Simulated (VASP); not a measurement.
The system is BeH2.

```
Be H
1.0
    -1.34674    2.01783    2.16938
     1.34674   -2.01783    2.16938
     1.34674    2.01783   -2.16938
Be H
1 2
Cartesian
  0.0000 0.0000 2.1694
  1.3467 0.6725 0.0000
  0.0000 1.3454 2.1694
```

The cell was built from a structure type or drawn by symmetry, and may not be a known phase.

| Property | Result |
| --- | --- |
| Program | VASP 6.6.1 |
| Task | relaxation of cell and atoms |
| Functional | PBE |
| Potentials or basis | VASP PAW PBE potentials, release 64 (Be, H) |
| Cutoff | 600 eV |
| k mesh | 6 × 6 × 6 |
| Occupations | gaussian, width 0.15 eV |
| Spin | no spin polarisation |

At the start: pressure 8.3 GPa; volume 7.86 Å³/atom.

Q: Where does the relaxation end?

A: Over 16 steps the energy falls by 163.0 meV/atom and the volume is 13.63 Å³/atom (+73.4 %); space group Immm (No. 71, to 0.1 Å) before and after.

Step by step:
```
step  energy change (eV)  largest force (eV/Å)  pressure (GPa)  volume (Å³)
   1              0.0000                0.7374            8.26        23.58
   2             -0.1788                0.9532            2.99        24.97
   3             -0.2476                1.1334           -1.25        26.49
   4             -0.3789                0.3691            1.95        27.30
   5             -0.3990                0.1030            3.76        27.70
   6             -0.3992                0.1704            4.02        27.75
   7             -0.4293                0.1140            2.68        29.25
   8             -0.4523                0.0191            1.13        31.83
   9             -0.4550                0.0220            0.67        32.88
  10             -0.4661                0.1734            1.22        34.02
  11             -0.4686                0.3843            1.81        35.19
  12             -0.4725                0.3569            1.60        35.74
  13             -0.4814                0.2755            1.02        37.42
  14             -0.4884                0.1182            0.08        40.91
  15             -0.4884                0.1096            0.03        41.12
  16             -0.4889                0.0729           -0.07        40.88
```

Final structure:
```
Be H
1.0
    -1.70320    2.57631    2.32932
     1.70320   -2.57631    2.32932
     1.70320    2.57631   -2.32932
Be H
1 2
Cartesian
  0.0000 0.0000 2.3293
  1.7032 1.2411 0.0000
  0.0000 1.3352 2.3293
```

Caveat: the k points lie up to 0.37 Å⁻¹ apart in the final cell; the volume moved by over 15 % at a fixed basis, so the end points are rough; the relaxation stopped at a loose force limit of 0.08 eV/Å, so its end isn't a converged minimum.
